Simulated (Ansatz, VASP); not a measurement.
**Na2S in VASP and in Ansatz**

```
S Na
1.0
     0.00000    3.25543    3.25543
     3.25543    0.00000    3.25543
     3.25543    3.25543    0.00000
S Na
1 2
Direct
  0.00000 0.00000 0.00000
  0.25000 0.25000 0.25000
  0.75000 0.75000 0.75000
```

Alike in both runs: task single point; functional r2SCAN; k mesh 6 × 6 × 6; no spin polarisation.

```csv
,VASP,Ansatz
version,VASP 6.6.1,Ansatz 0.2.0
potentials or method,"VASP PAW PBE potentials, release 64 (S, Na_pv)","plane waves, PAW"
plane-wave cutoff (eV),550,500
occupations,"gaussian, width 0.01 eV",fixed
valence electrons in the cell,20,24
```

Ansatz gave:

| Property | Result |
| --- | --- |
| gap on the k mesh at the Fermi level (eV) | 3.09 |
| pressure (GPa) | 0.0 |

Q: What did VASP give for the same quantities?

A: gap on the k mesh at the Fermi level (eV): 3.11; pressure (GPa): -0.1.

VASP's potentials were made for PBE, not for r2SCAN. VASP's potentials hold 20 valence electrons a cell and Ansatz's 24, so a difference there can come from the potentials and not from the codes.
